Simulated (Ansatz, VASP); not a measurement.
**Two plane-wave programs on As**

The input POSCAR:

```
As
1.0
    1.8807968987      1.0858785957      3.5140619945
   -1.8807968987      1.0858785957      3.5140619945
    0.0000000000     -2.1717571915      3.5140619945
As
2
Direct
    0.2260000000      0.2260000000      0.2260000000
    0.7740000000      0.7740000000      0.7740000000
```

File INCAR.step1:

```
SYSTEM = As
PREC     = Accurate       ! precision mode
ENCUT    = 520            ! plane-wave cutoff, eV
ISMEAR   = 1              ! smearing method
SIGMA    = 0.15           ! smearing width, eV
LREAL    = .False.        ! projectors in reciprocal space
LASPH    = .True.         ! aspherical terms in the spheres
NELM     = 150            ! most SCF steps
ISPIN    = 2              ! spin polarisation
MAGMOM   = 0.5 -0.25      ! initial moments
NBANDS   = 16             ! bands
GGA      = PE             ! functional
ALGO     = Normal         ! electronic algorithm
EDIFF    = 1E-4           ! SCF threshold, eV
LWAVE    = .True.         ! write WAVECAR
LCHARG   = .False.        ! write CHGCAR
```

INCAR.step2

```
SYSTEM = As
PREC     = Accurate       ! precision mode
ENCUT    = 520            ! plane-wave cutoff, eV
EDIFF    = 1E-7           ! SCF threshold, eV
ISMEAR   = 1              ! smearing method
SIGMA    = 0.15           ! smearing width, eV
LREAL    = .False.        ! projectors in reciprocal space
LASPH    = .True.         ! aspherical terms in the spheres
NELM     = 150            ! most SCF steps
ALGO     = Normal         ! electronic algorithm
ISIF     = 2              ! what is computed and relaxed
LWAVE    = .False.        ! write WAVECAR
LCHARG   = .False.        ! write CHGCAR
ISPIN    = 2              ! spin polarisation
MAGMOM   = 0.5 -0.25      ! initial moments
LORBIT   = 11             ! projections on sites
METAGGA  = R2SCAN         ! meta-GGA
LMIXTAU  = .True.       
LUSE_VDW = .True.       
IVDW_NL  = 2            
BPARAM   = 11.95        
CPARAM   = 0.0093       
NBANDS   = 16             ! bands
ISTART   = 1
```

KPOINTS

```
Automatic mesh
0
Gamma
  9 9 9
  0 0 0
```

File input.yaml:

```yaml
crystal:
  lattice:
    - [1.8807968987, 1.0858785957, 3.5140619945]
    - [-1.8807968987, 1.0858785957, 3.5140619945]
    - [0.0, -2.1717571915, 3.5140619945]
  atoms:
    - { symbol: As, position: [0.226, 0.226, 0.226], spin: 0.5 }
    - { symbol: As, position: [0.774, 0.774, 0.774], spin: -0.25 }
hamiltonian:
  xc: r2scan
  pseudopotentials: { kind: paw, source: ansatz }
  dispersion: rvv10
magnetization:
  spin_polarized: true
kpoints:
  mp_grid: { grid: [9, 9, 9] }
scf:
  occupations: { method: methfessel_paxton, width: 0.15 }
  n_extra_bands: 6
output:
  forces: true
  stress: true
  eigenvalues: true
  dos: { projected: false, de: 0.05, nscf_kmesh: { grid: [14, 14, 14] } }
  write_density: true
  write_potential: true
  elf: true
  volumetric_format: npy
```

Alike in both runs: functional r2SCAN; dispersion rVV10; k mesh 9 × 9 × 9; occupations methfessel-paxton of order 1, width 0.15 eV; collinear spin.

|  | VASP | Ansatz |
| --- | --- | --- |
| version | VASP 6.6.1 | Ansatz 0.2.0 |
| potentials or method | VASP PAW PBE potentials, release 64 (As) | Ansatz PAW earlier set |
| plane-wave cutoff (eV) | 520 | 550 |
| valence electrons in the cell | 10 | 30 |
| task | single point | density of states |

```csv
,VASP,Ansatz,Ansatz less VASP
gap on the k mesh at the Fermi level (eV),none,none,-
pressure (GPa),1.3,1.0,-0.26
"traceless stress, the component that is largest in VASP (GPa)",0.22,0.27,+0.058
rms of the force components (eV/Å),0.133,0.106,-0.0271
net moment per atom (μB),0.00,0.00,0.000
```

VASP's potentials were made for PBE, not for r2SCAN. Atom by atom the forces differ by 0.027 eV/Å (rms over components). A gap of «none» marks a metal or a gap that the smearing closes. VASP's potentials hold 10 valence electrons a cell and Ansatz's 30, so a difference there can come from the potentials and not from the codes.
